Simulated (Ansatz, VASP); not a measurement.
**ScAlN2 in VASP and in Ansatz**

```xyz
4
Lattice="1.5291 0.8828 4.9364 -1.5291 0.8828 4.9364 0.0000 -1.7656 4.9364" Properties=species:S:1:pos:R:3 pbc="T T T"
Sc    0.0000    0.0000    0.0000
Al    0.0000    0.0000    7.4046
N     0.0000    0.0000    3.6068
N     0.0000    0.0000   11.2024
```

Alike in both runs: functional PBE; k mesh 5 × 5 × 5; occupations gaussian, width 0.15 eV; no spin polarisation.

Ansatz relaxed the structure, and its values are those at the end. VASP's run is a single point on that final structure, the one shown.

|  | VASP | Ansatz |
| --- | --- | --- |
| version | VASP 6.6.1 | Ansatz 0.2.0 |
| potentials or method | VASP PAW PBE potentials, release 64 (Sc_sv, Al, N), cutoff 600 eV | scalar-relativistic, plane waves, PAW |
| valence electrons in the cell | 24 | 24 |

VASP gave:

* gap on the k mesh at the Fermi level (eV): 0.97
* least direct gap on the mesh (eV): 2.62
* pressure (GPa): 0.1
* rms of the force components (eV/Å): 0.030

Problem. What did Ansatz give for the same quantities?

Solution. gap on the k mesh at the Fermi level (eV): 0.99; least direct gap on the mesh (eV): 2.63; pressure (GPa): -0.4; rms of the force components (eV/Å): 0.000.

With one functional, cell and mesh, what is left measures potentials, basis and numerics.

The k mesh is coarse, so the values compare programs but aren't converged.
